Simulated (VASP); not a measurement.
# Si2Ni (Fm-3m) in VASP: notebook

The runs below take Si2Ni through single point, relaxation of cell and atoms, with LDA.

Program: VASP 6.6.1. These are calculated values, not measurements. Logs are shortened: lines on timing, memory, paths and dates and some standing lists are left out, and cuts for length are marked.

## 1. The cell of the first run

Symmetry: Fm-3m, No. 225, cubic system. Conventional cell: a = 5.356 Å, b = 5.356 Å, c = 5.356 Å, α = 90.00°, β = 90.00°, γ = 90.00°. Ni (site symmetry m-3m) has 8 Si at 2.32 Å within 3.1 Å. Within 3.1 Å of Si (site symmetry -43m) lie 4 Ni at 2.32 Å and 6 Si at 2.68 Å.

## 2. Single point, LDA, collinear spin, ferromagnetic start

The input, INCAR:

```
PREC = Accurate ; ENCUT = 520
EDIFF = 1E-6 ; ISMEAR = -1
SIGMA = 0.05 ; LREAL = F
LASPH = T ; NELM = 150
ALGO = Normal ; ISIF = 2
LWAVE = F ; LCHARG = T
ISPIN = 2 ; MAGMOM = 1 0 0
LORBIT = 11 ; LMAXMIX = 4
GGA = CA ; LELF = T
LVHAR = T ; NBANDS = 20
```

The input, KPOINTS:

```
regular mesh
0
Gamma
  9 9 9
```

The input, POSCAR:

```
Si2Ni
1.0
    0.0000000000      2.6777698499      2.6777698499
    2.6777698499      0.0000000000      2.6777698499
    2.6777698499      2.6777698499      0.0000000000
Ni Si
1 2
Direct
    0.0000000000      0.0000000000      0.0000000000
    0.7500000000      0.7500000000      0.7500000000
    0.2500000000      0.2500000000      0.2500000000
```

Potentials or basis: VASP PAW LDA potentials, release 64 (Ni, Si).

Launch:

```sh
cat potpaw_LDA.64/Ni/POTCAR potpaw_LDA.64/Si/POTCAR > POTCAR
mpirun -np 1 vasp_std > vasp.out
```

OUTCAR:

```text
PREC = Accurate
   ENCUT = 520
   EDIFF = 1E-6
   ISMEAR = -1
   LREAL = F
   LASPH = T
   NELM = 150
   ISIF = 2
   ISPIN = 2
   LORBIT = 11
   GGA = CA

 ion  position               nearest neighbor table
   1  0.000  0.000  0.000-   2 2.32   2 2.32   2 2.32   2 2.32   3 2.32   3 2.32   3 2.32   3 2.32

   2  0.750  0.750  0.750-   1 2.32   1 2.32   1 2.32   1 2.32   3 2.68   3 2.68   3 2.68   3 2.68
                             3 2.68   3 2.68
   3  0.250  0.250  0.250-   1 2.32   1 2.32   1 2.32   1 2.32   2 2.68   2 2.68   2 2.68   2 2.68
                             2 2.68   2 2.68

  LATTYP: Found a face centered cubic cell.
 ALAT       =     5.3555396998

  Lattice vectors:

 A1 = (   0.0000000000,   2.6777698499,   2.6777698499)
 A2 = (   2.6777698499,   0.0000000000,   2.6777698499)
 A3 = (   2.6777698499,   2.6777698499,   0.0000000000)

Analysis of symmetry for initial positions (statically):
=====================================================================
 Subroutine PRICEL returns:
 Original cell was already a primitive cell.

 Routine SETGRP: Setting up the symmetry group for a
 face centered cubic supercell.

 Subroutine GETGRP returns: Found 48 space group operations
 (whereof 48 operations were pure point group operations)
 out of a pool of 48 trial point group operations.

The static configuration has the point symmetry O_h .

Analysis of symmetry for dynamics (positions and initial velocities):
=====================================================================
 Subroutine PRICEL returns:
 Original cell was already a primitive cell.

 Routine SETGRP: Setting up the symmetry group for a
 face centered cubic supercell.

 Subroutine GETGRP returns: Found 48 space group operations
 (whereof 48 operations were pure point group operations)
 out of a pool of 48 trial point group operations.

The dynamic configuration has the point symmetry O_h .

Analysis of structural, dynamic, and magnetic symmetry:
=====================================================================
 Subroutine PRICEL returns:
 Original cell was already a primitive cell.

 Routine SETGRP: Setting up the symmetry group for a
 face centered cubic supercell.

 Subroutine GETGRP returns: Found 48 space group operations
 (whereof 48 operations were pure point group operations)
 out of a pool of 48 trial point group operations.

The overall configuration has the point symmetry O_h .

 Subroutine INISYM returns: Found 48 space group operations
 (whereof 48 operations are pure point group operations),
 and found     1 'primitive' translations
[... 122 lines left out ...]
   GGA     = CA    functional components
   LHFCALC =     F    Hartree Fock is set to
   AEXX    =    0.0000 exact exchange contribution
   IVDW    =     0    specifies the selected vdW correction
   LEPSILON=     F    determine dielectric tensor
   LRPA    =     F    only Hartree local field effects (RPA)
 spin polarized calculation
  energy-cutoff  :      520.00
  volume of cell :       38.40
 maximum number of plane-waves:      1044
   NGX = 15   NGY = 15   NGZ = 15

 number of electron      17.9999990 magnetization       0.0021503

 number of electron      17.9999990 magnetization      -0.0000183

 Free energy of the ion-electron system (eV)
  ---------------------------------------------------
  ext. energy  EPLUGINS =         0.00000000
  ---------------------------------------------------
  free energy    TOTEN  =       -19.90096763 eV

  energy without entropy =      -19.89266799  energy(sigma->0) =      -19.89681781

 E-fermi :  10.7976     XC(G=0): -11.8854

 val. band max:       10.7596041522   @ k =   0.3333   0.2222   0.0000
 cond. band min:      10.8202765281   @ k =   0.1111   0.1111   0.0000
 fundamental gap:      0.0606723759
 Fermi energy:        10.7975514314

 spin component 1

 k-point     1 :       0.0000    0.0000    0.0000
  band No.  band energies     occupation
      1      -3.2975      1.00000
      2       5.3603      1.00000
      3       5.3603      1.00000
      4       5.3603      1.00000
      5       7.0865      1.00000
      6       7.0865      1.00000
[... 541 lines left out ...]
     19      24.6910      0.00000
     20      24.6910      0.00000

 [... further k-points ...]

 spin component 2

 k-point     1 :       0.0000    0.0000    0.0000
  band No.  band energies     occupation
      1      -3.2975      1.00000
      2       5.3603      1.00000
      3       5.3603      1.00000
      4       5.3603      1.00000
      5       7.0865      1.00000
      6       7.0865      1.00000
[... 541 lines left out ...]
     19      24.6910      0.00000
     20      24.6910      0.00000

 [... further k-points ...]

------------------------ aborting loop because EDIFF is reached ----------------------------------------

  FORCE on cell =-STRESS in cart. coord.  units (eV):
  Direction    XX          YY          ZZ          XY          YZ          ZX
  --------------------------------------------------------------------------------------
  -------------------------------------------------------------------------------------
  Total        0.0405520      0.0405520      0.0405520      0.0000000      0.0000000     -0.0000000
  in kB        1.6918930      1.6918930      1.6918930      0.0000000      0.0000000     -0.0000000
  external PRESSURE =       1.6918930 kB  Pullay stress =       0.0000000 kB

 VOLUME and BASIS-vectors are now :
 -----------------------------------------------------------------------------
  energy-cutoff  :      520.00
  volume of cell :       38.40
      direct lattice vectors                 reciprocal lattice vectors
     0.000000000  2.677769850  2.677769850    -0.186722545  0.186722545  0.186722545
     2.677769850  0.000000000  2.677769850     0.186722545 -0.186722545  0.186722545
     2.677769850  2.677769850  0.000000000     0.186722545  0.186722545 -0.186722545

 POSITION                                       TOTAL-FORCE (eV/Angst)
 -----------------------------------------------------------------------------------
      0.00000      0.00000      0.00000        -0.000000     -0.000000     -0.000000
      4.01665      4.01665      4.01665        -0.000000     -0.000000     -0.000000
      1.33888      1.33888      1.33888         0.000000      0.000000      0.000000
 -----------------------------------------------------------------------------------
    total drift:                               -0.000000     -0.000000      0.000000

  FREE ENERGIE OF THE ION-ELECTRON SYSTEM (eV)
  ---------------------------------------------------
  free  energy   TOTEN  =       -19.9009676312 eV

  energy  without entropy=      -19.8926679859  energy(sigma->0) =      -19.89681781

 total charge

# of ion       s       p       d       tot
------------------------------------------
    1        0.580   0.838   8.490   9.908
    2        0.749   0.867   0.000   1.616
    3        0.749   0.867   0.000   1.616
--------------------------------------------------
tot          2.079   2.571   8.490  13.140

 magnetization (x)

# of ion       s       p       d       tot
------------------------------------------
    1       -0.000  -0.000   0.000   0.000
    2        0.000  -0.000   0.000  -0.000
    3        0.000  -0.000   0.000  -0.000
--------------------------------------------------
tot         -0.000  -0.000   0.000   0.000
```

stdout:

```text
POSCAR found type information on POSCAR NiSi
 POSCAR found :  2 types and       3 ions
 scaLAPACK will be used
 LDA part: xc-table for (Slater(with rela. corr.)+CA(PZ))
 , standard interpolation
 POSCAR, INCAR and KPOINTS ok, starting setup
 FFT: planning ... GRIDC
 FFT: planning ... GRID_SOFT
 FFT: planning ... GRID
 WAVECAR not read
 entering main loop
```

Run time: 2.2 min. Hardware: 1 thread of AMD EPYC 7R13, shared host; peak memory 0.14 GiB.

Results:

```
Free energy                                           : -19.9010 eV
Pressure                                              : 0.2 GPa
Band gap on the k mesh                                : zero (filled and empty bands overlap)
Net moment                                            : 0.00 μB per cell
Valence electrons inside the program's atomic spheres : Ni 9.91; Si 1.62
```

Levels at points of the mesh, in eV from the Fermi level:
Spin up:
| k point | band 7 | band 8 | band 9 | band 10 | band 11 | band 12 |
| --- | --- | --- | --- | --- | --- | --- |
| (0.00, 0.00, 0.00) | -0.18 | 1.73 | 1.73 | 1.73 | 2.22 | 2.22 |
Spin down:
```csv
k point,band 5,band 6,band 7,band 8,band 9,band 10,band 11,band 12,band 13,band 14
"(0.00, 0.00, 0.00)",-3.71,-3.71,-0.18,1.73,1.73,1.73,2.22,2.22,2.22,4.73
```

## 3. Relaxation of cell and atoms, LDA, collinear spin, ferromagnetic start

This run uses another cell than the first one, of 13.17 Å³/atom, 1.029 times its volume.

The input, INCAR:

```
PREC = Accurate ; ENCUT = 600
EDIFF = 1E-6 ; ISMEAR = -1
SIGMA = 0.05 ; LREAL = F
LASPH = T ; NELM = 150
ALGO = Normal ; ISIF = 3
LWAVE = F ; LCHARG = F
ISPIN = 2 ; MAGMOM = 1 0 0
LORBIT = 11 ; LMAXMIX = 4
GGA = CA ; IBRION = 2
NSW = 60 ; EDIFFG = -0.01
```

KPOINTS is that of step 2.

The input, POSCAR:

```
Si2Ni
1.0
    0.0000000000      2.7030000000      2.7030000000
    2.7030000000      0.0000000000      2.7030000000
    2.7030000000      2.7030000000      0.0000000000
Ni Si
1 2
Direct
    0.0000000000      0.0000000000      0.0000000000
    0.7500000000      0.7500000000      0.7500000000
    0.2500000000      0.2500000000      0.2500000000
```

Potentials or basis: VASP PAW LDA potentials, release 64 (Ni, Si).

Launch:

```sh
cat potpaw_LDA.64/Ni/POTCAR potpaw_LDA.64/Si/POTCAR > POTCAR
mpirun -np 1 vasp_std > vasp.out
```

Wall time 3.5 min (1 thread of AMD EPYC 7R13, shared host); peak memory 0.16 GiB.

The run converged. Its results:

```yaml
Free_energy: -19.9015 eV
Relaxed_volume: 12.80 Å³/atom
Relaxed_cell: a = 3.787 Å, b = 3.787 Å, c = 3.787 Å, α = 60.00°, β = 60.00°, γ = 60.00°
Space_group_after_relaxing_to_0.05_Å: Fm-3m (No. 225)
Energy_gained_by_relaxing: 4.6 meV/atom
Ionic_steps: 3
Pressure_after_relaxing: 0.1 GPa
Band_gap_on_the_k_mesh: zero (filled and empty bands overlap)
Net_moment: 0.00 μB per cell
Valence_electrons_inside_the_program's_atomic_spheres: Ni 9.91; Si 1.62
```

Step by step:
```
step  energy change (eV)  largest force (eV/Å)  pressure (GPa)  volume (Å³)
   1              0.0000                0.0000           -3.77        39.50
   2             -0.0075                0.0000            3.18        37.75
   3             -0.0139                0.0000            0.09        38.41
```

Final structure:
```
CELL_PARAMETERS angstrom
0.00000 2.67800 2.67800
2.67800 0.00000 2.67800
2.67800 2.67800 0.00000
ATOMIC_POSITIONS crystal
Ni 0.00000 0.00000 0.00000
Si 0.75000 0.75000 0.75000
Si 0.25000 0.25000 0.25000
```

Levels at points of the mesh, in eV from the Fermi level:
Spin up:
```
           k point  band 5  band 6  band 7  band 8  band 9  band 10  band 11  band 12  band 13  band 14
(0.00, 0.00, 0.00)   -3.71   -3.71   -0.18    1.73    1.73     1.73     2.22     2.22     2.22     4.73
```
Spin down:
```
           k point  band 6  band 7  band 8  band 9  band 10  band 11  band 12  band 13
(0.00, 0.00, 0.00)   -3.71   -0.18    1.73    1.73     1.73     2.22     2.22     2.22
```
